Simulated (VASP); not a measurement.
The system is Pd.

```
CELL_PARAMETERS angstrom
0.00000 1.94650 1.94650
1.94650 0.00000 1.94650
1.94650 1.94650 0.00000
ATOMIC_POSITIONS crystal
Pd 0.00000 0.00000 0.00000
```

| Item | Value |
| --- | --- |
| Program | VASP 6.6.1 |
| Task | relaxation of volume and atoms at fixed shape |
| Functional | PBEsol |
| Potentials or basis | VASP PAW PBE potentials, release 64 (Pd) |
| Cutoff | 600 eV |
| k mesh | 9 × 9 × 9 |
| Occupations | gaussian, width 0.05 eV |
| Spin | no spin polarisation |

At the start: pressure -3.5 GPa; volume 14.75 Å³/atom.

How do energy, volume and symmetry change on relaxing?

Over 3 steps the energy falls by 2.9 meV/atom and the volume is 14.49 Å³/atom (-1.8 %); space group Fm-3m (No. 225, to 0.05 Å).

Step by step:
| step | energy change (eV) | largest force (eV/Å) | pressure (GPa) | volume (Å³) |
| --- | --- | --- | --- | --- |
| 1 | 0.0000 | 0.0000 | -3.53 | 14.75 |
| 2 | 0.0056 | 0.0000 | 6.69 | 14.07 |
| 3 | -0.0029 | 0.0000 | -0.02 | 14.49 |

Final structure:
```xyz
1
Lattice="0.0000 1.9351 1.9351 1.9351 0.0000 1.9351 1.9351 1.9351 0.0000" Properties=species:S:1:pos:R:3 pbc="T T T"
Pd    0.0000    0.0000    0.0000
```

Caveat: the PAW data sets were made with another functional, which shifts forces and pressure a little.
